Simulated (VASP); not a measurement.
Input of a VASP 6.6.1 run:

File POSCAR:

```
Al
1.0
   -1.6121581793      1.6121581793      1.6121581793
    1.6121581793     -1.6121581793      1.6121581793
    1.6121581793      1.6121581793     -1.6121581793
Al
1
Direct
    0.0000000000      0.0000000000      0.0000000000
```

INCAR.step1

```
  PREC = Accurate
  ENCUT = 520
  ISMEAR = -1
  SIGMA = 0.05
  LREAL = F
  LASPH = T
  NELM = 100
  NBANDS = 8
  GGA = PE
  ALGO = Normal
  EDIFF = 1E-4
  LWAVE = T
  LCHARG = F
```

INCAR.step2

```
  PREC = Accurate
  ENCUT = 520
  EDIFF = 1E-6
  ISMEAR = -1
  SIGMA = 0.05
  LREAL = F
  LASPH = T
  NELM = 100
  ALGO = Normal
  ISIF = 2
  LWAVE = F
  LCHARG = T
  METAGGA = R2SCAN
  LMIXTAU = T
  LELF = T
  LVHAR = T
  NBANDS = 8
  ISTART = 1
```

Contents of KPOINTS:

```
Automatic mesh
0
Gamma
  12 12 12
```

Potentials or basis: VASP PAW PBE potentials, release 64 (Al).

Launch:

```console
$ cat potpaw_PBE.64/Al/POTCAR > POTCAR
$ cp INCAR.step1 INCAR
$ mpirun -np 1 vasp_std > vasp.out
$ cp INCAR.step2 INCAR
$ mpirun -np 1 vasp_std > vasp.out
```

Q: What does it give for the pressure?

A: -2.9 GPa.

Caveat: the PAW data sets were made with another functional, which shifts forces and pressure a little.
